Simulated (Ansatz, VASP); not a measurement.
**Sn in VASP and in Ansatz**

```
Sn
1.0
    -1.72654    1.77555    2.33834
     1.72654   -1.77555    2.33834
     1.72654    1.77555   -2.33834
Sn
1
Direct
  0.00000 0.00000 0.00000
```

Alike in both runs: functional r2SCAN; k mesh 8 × 8 × 8; occupations fermi-dirac, width 0.05 eV; non-collinear spin, spin-orbit coupling.

|  | VASP | Ansatz |
| --- | --- | --- |
| version | VASP 6.6.1 | Ansatz 0.2.0 |
| potentials or method | VASP PAW PBE potentials, release 64 (Sn_d) | Ansatz PAW |
| plane-wave cutoff (eV) | 520 | 500 |
| valence electrons in the cell | 14 | 14 |
| task | single point | band structure |

```csv
,VASP,Ansatz,Ansatz less VASP
pressure (GPa),-2.3,-2.3,0.00
"traceless stress, the component that is largest in VASP (GPa)",-0.96,-0.97,-0.005
```

VASP's potentials were made for PBE, not for r2SCAN. The functional is the same, so the differences come from potentials, cutoffs and numerics.
